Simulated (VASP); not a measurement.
A run of VASP 6.6.1:

INCAR

```
ALGO = Normal
EDIFF = 1E-7
ENCUT = 520
GGA = CA
ISIF = 2
ISMEAR = -1
LASPH = True
LCHARG = False
LREAL = False
LWAVE = False
NBANDS = 16
NELM = 80
PREC = Accurate
SIGMA = 0.01
```

KPOINTS

```
k-points
0
Gamma
  8 8 8
```

File POSCAR:

```
YS
1.0
   -0.0274365000      2.7299317500      2.7299317500
    2.7299317500     -0.0274365000      2.7299317500
    2.7299317500      2.7299317500     -0.0274365000
Y S
1 1
Direct
    0.5000000000      0.5000000000      0.5000000000
    0.0000000000      0.0000000000      0.0000000000
```

Potentials or basis: VASP PAW LDA potentials, release 64 (Y_sv, S).

Launch:

```sh
$ cat potpaw_LDA.64/Y_sv/POTCAR potpaw_LDA.64/S/POTCAR > POTCAR
$ mpirun -np 1 vasp_std > vasp.out
```

Hardware: 1 thread of Intel Xeon 8259CL, with other jobs on the host.

Estimate the wall time of this run.

It took 89 s on 1 thread of Intel Xeon 8259CL, with other jobs on the host, peak memory 0.2 GiB. Counts: scf iterations 15, k points 65.
